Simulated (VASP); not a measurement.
Input of a VASP 6.6.1 run:

Contents of INCAR:

```
SYSTEM = TaN
ALGO = Normal
EDIFF = 1E-8
ENCUT = 520
GGA = PE
IBRION = 8
ISIF = 2
ISMEAR = -1
LASPH = .True.
LCHARG = .False.
LREAL = .False.
LWAVE = .False.
NBANDS = 15
NELM = 60
NSW = 1
PREC = Accurate
SIGMA = 0.05
```

File KPOINTS:

```
k-points
0
Gamma
  10 10 10
  0 0 0
```

The input POSCAR:

```
TaN
1.0
    2.7323076900      0.0000000000      0.0000000000
    0.0000000000      2.7323076900      0.0000000000
    0.0000000000      0.0000000000      2.7323076900
Ta N
1 1
Direct
    0.0000000000      0.0000000000      0.0000000000
    0.5000000000      0.5000000000      0.5000000000
```

Potentials or basis: VASP PAW PBE potentials, release 64 (Ta_pv, N).

The run is started by

```console
$ cat potpaw_PBE.64/Ta_pv/POTCAR potpaw_PBE.64/N/POTCAR > POTCAR
$ mpirun -np 1 vasp_std > vasp.out
```

(1) Estimate the highest phonon frequency at Γ, LO-TO splitting left out.

Results:

(1) 302 cm⁻¹.

Caveat: the cell wasn't relaxed at this level first, which shifts response properties.
